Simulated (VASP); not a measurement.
Write the native input for VASP 6.6.1 that does the following.

| Property | Result |
| --- | --- |
| Task | single point |
| Functional | PBE |
| Potentials or basis | VASP PAW PBE potentials, release 64 (Al, As) |
| Cutoff | 500 eV |
| k mesh | 6 × 6 × 6 |
| Occupations | gaussian, width 0.1 eV |
| Spin | no spin polarisation |
| Dipole correction | no |
| Further INCAR settings | ALGO = Normal; EDIFF = 1e-06; NBANDS = 11 |

The structure of AlAs (v.bB) lies in POSCAR:

```
AlAs
1.0
    0.0000000000      2.8400000000      2.8400000000
    2.8400000000      0.0000000000      2.8400000000
    2.8400000000      2.8400000000      0.0000000000
Al As
1 1
Direct
    0.0000000000      0.0000000000      0.0000000000
    0.2500000000      0.2500000000      0.2500000000
```

These files were run (other wordings do the same):

INCAR

```
SYSTEM = AlAs
PREC = Accurate
ENCUT = 500
EDIFF = 1E-6
ISMEAR = 0
SIGMA = 0.1
LREAL = .False.
LASPH = .True.
NELM = 120
ALGO = Normal
ISIF = 2
LWAVE = .False.
LCHARG = .True.
GGA = PE
LELF = .True.
LVHAR = .True.
NBANDS = 11
GGA_COMPAT = .False.
```

KPOINTS

```
regular mesh
0
Gamma
  6 6 6
  0 0 0
```

Potentials or basis: VASP PAW PBE potentials, release 64 (Al, As).

Command:

```console
$ cat potpaw_PBE.64/Al/POTCAR potpaw_PBE.64/As/POTCAR > POTCAR
$ mpirun -np 1 vasp_std > vasp.out
```

It gave:

```json
{
 "Pressure": "2.0 GPa",
 "Band gap on the k mesh": "1.45 eV, indirect (least direct gap 1.98 eV)"
}
```

It took 16 s on 1 thread of Intel Xeon 8259CL (shared host), peak memory 0.16 GiB.
